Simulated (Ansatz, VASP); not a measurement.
Rb: VASP beside Ansatz

```
Rb
1.0
    -3.02407    3.02407    2.69405
     3.02407   -3.02407    2.69405
     2.64690    2.64690   -2.69405
Rb
1
Direct
  0.00000 0.00000 0.00000
```

Change from the starting cell: engineering shear strain xy -0.1400, equal normal strain along x and y +0.0525.

Alike in both runs: task single point; functional LDA; k mesh 12 × 12 × 12; occupations gaussian, width 0.15 eV; no spin polarisation.

|  | VASP | Ansatz |
| --- | --- | --- |
| version | VASP 6.6.1 | Ansatz 0.2.0 |
| potentials or method | VASP PAW LDA potentials, release 64 (Rb_sv), cutoff 520 eV | scalar-relativistic, plane waves, PAW |
| valence electrons in the cell | 9 | 9 |

Ansatz gave:

| Item | Value |
| --- | --- |
| gap on the k mesh at the Fermi level (eV) | none |
| pressure (GPa) | -0.3 |
| traceless stress, the component that is largest in VASP (GPa) | 0.25 |

Q: Estimate VASP's values.

A: gap on the k mesh at the Fermi level (eV): none; pressure (GPa): -0.3; traceless stress, the component that is largest in VASP (GPa): 0.26.

LDA's correlation is that of Perdew and Zunger in VASP and of Perdew and Wang (1992) in Ansatz. A gap of «none» marks a metal or a gap that the smearing closes.
